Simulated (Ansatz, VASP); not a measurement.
**BaTe in VASP and in Ansatz**

```
Ba Te
1.0
     4.80873    0.00000    0.00000
    -2.40436    4.16448    0.00000
     0.00000    0.00000    4.41078
Ba Te
1 1
Direct
  0.33333 0.66667 0.50000
  0.66667 0.33333 0.00000
```

Alike in both runs: functional PBE; k mesh 6 × 6 × 6; occupations gaussian, width 0.02 eV; no spin polarisation.

Ansatz relaxed the structure, and its values are those at the end. VASP's run is a single point on that final structure, the one shown.

|  | VASP | Ansatz |
| --- | --- | --- |
| version | VASP 6.6.1 | Ansatz 0.2.0 |
| potentials or method | VASP PAW PBE potentials, release 64 (Ba_sv, Te), cutoff 520 eV | scalar-relativistic, plane waves, PAW |
| valence electrons in the cell | 16 | 26 |

```csv
,VASP,Ansatz,Ansatz less VASP
gap on the k mesh at the Fermi level (eV),1.47,1.52,+0.055
least direct gap on the mesh (eV),1.47,1.52,+0.055
pressure (GPa),0.3,0.0,-0.32
```

VASP's potentials hold 16 valence electrons a cell and Ansatz's 26, so a difference there can come from the potentials and not from the codes.

Spin-orbit coupling is off throughout.
